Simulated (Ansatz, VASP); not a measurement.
KCl in VASP and in Ansatz

INCAR

```
SYSTEM = KCl
PREC     = Accurate       ! precision mode
ENCUT    = 520            ! plane-wave cutoff, eV
EDIFF    = 1E-8           ! SCF threshold, eV
ISMEAR   = -1             ! smearing method
SIGMA    = 0.03           ! smearing width, eV
LREAL    = .FALSE.        ! projectors in reciprocal space
LASPH    = .TRUE.         ! aspherical terms in the spheres
NELM     = 80             ! most SCF steps
ALGO     = Normal         ! electronic algorithm
ISIF     = 2              ! what is computed and relaxed
LWAVE    = .FALSE.        ! write WAVECAR
LCHARG   = .FALSE.        ! write CHGCAR
LEFG     = .TRUE.       
NBANDS   = 15             ! bands
```

The input KPOINTS:

```
Automatic mesh
0
G
  7 7 7
  0 0 0
```

POSCAR

```
KCl
1.0
   -0.0631220000      3.1245390000      3.1245390000
    3.1245390000     -0.0631220000      3.1245390000
    3.1245390000      3.1245390000     -0.0631220000
K Cl
1 1
Direct
    0.0000000000      0.0000000000      0.0000000000
    0.5000000000      0.5000000000      0.5000000000
```

Input for Ansatz:

```yaml
crystal:
  lattice:
    - [-0.063122, 3.124539, 3.124539]
    - [3.124539, -0.063122, 3.124539]
    - [3.124539, 3.124539, -0.063122]
  atoms:
    - { symbol: K, position: [0.0, 0.0, 0.0] }
    - { symbol: Cl, position: [0.5, 0.5, 0.5] }
kpoints:
  mp_grid: { grid: [7, 7, 7] }
scf:
  occupations: { method: fermi_dirac, width: 0.03 }
hamiltonian:
  xc: lda
  pseudopotentials: { kind: paw }
output:
  forces: true
  stress: true
  eigenvalues: true
  efg: { contact_densities: true }
  write_density: true
  write_potential: true
  elf: true
  volumetric_format: npy
```

Change from the starting cell: equal xy, yz and zx shear strains of -2 %, PAW files.

Alike in both runs: task electric field gradients; functional LDA; k mesh 7 × 7 × 7; occupations fermi-dirac, width 0.03 eV; no spin polarisation.

|  | VASP | Ansatz |
| --- | --- | --- |
| version | VASP 6.6.1 | Ansatz 0.2.0 |
| potentials or method | VASP PAW LDA potentials, release 64 (K_sv, Cl) | PAW with Ansatz's default frozen-core files, scalar-relativistic |
| plane-wave cutoff (eV) | 520 | 420 |
| valence electrons in the cell | 16 | 16 |

|  | VASP | Ansatz | Ansatz less VASP |
| --- | --- | --- | --- |
| gap on the k mesh at the Fermi level (eV) | 4.68 | 4.67 | -0.005 |
| pressure (GPa) | -2.0 | -2.1 | -0.04 |
| traceless stress, the component that is largest in VASP (GPa) | 0.14 | 0.14 | +0.001 |
| size of Vzz on the site where it differs most (V/Å²) | 2.7 | 2.8 | +0.07 |

LDA's correlation is that of Perdew and Zunger in VASP and of Perdew and Wang (1992) in Ansatz.
